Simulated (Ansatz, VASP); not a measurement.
CdS: VASP beside Ansatz

```xyz
2
Lattice="0.0000 2.9135 2.9430 2.9135 0.0000 2.9430 2.9135 2.9135 0.0000" Properties=species:S:1:pos:R:3 pbc="T T T"
Cd    0.0000    0.0000    0.0000
S     4.3703    4.3703    4.4144
```

Change from the starting cell: equal xx and yy strain of -1 %, PAW files.

Alike in both runs: task electric field gradients; functional PBE; k mesh 7 × 7 × 7; occupations fermi-dirac, width 0.02 eV; no spin polarisation.

|  | VASP | Ansatz |
| --- | --- | --- |
| version | VASP 6.6.1 | Ansatz 0.2.0 |
| potentials or method | VASP PAW PBE potentials, release 64 (Cd, S) | PAW with Ansatz's default frozen-core files, scalar-relativistic |
| plane-wave cutoff (eV) | 520 | 420 |
| valence electrons in the cell | 18 | 26 |

Ansatz gave:

```
gap on the k mesh at the Fermi level (eV)                     : 1.12
pressure (GPa)                                                : 2.4
traceless stress, the component that is largest in VASP (GPa) : -0.12
size of Vzz on the site where it differs most (V/Å²)          : 3.3
```

**Question.** What did VASP give for the same quantities?

**Answer.** gap on the k mesh at the Fermi level (eV): 1.12; pressure (GPa): 2.7; traceless stress, the component that is largest in VASP (GPa): -0.11; size of Vzz on the site where it differs most (V/Å²): 3.1.

The functional is the same, so the differences come from potentials, cutoffs and numerics. VASP's potentials hold 18 valence electrons a cell and Ansatz's 26, so a difference there can come from the potentials and not from the codes.
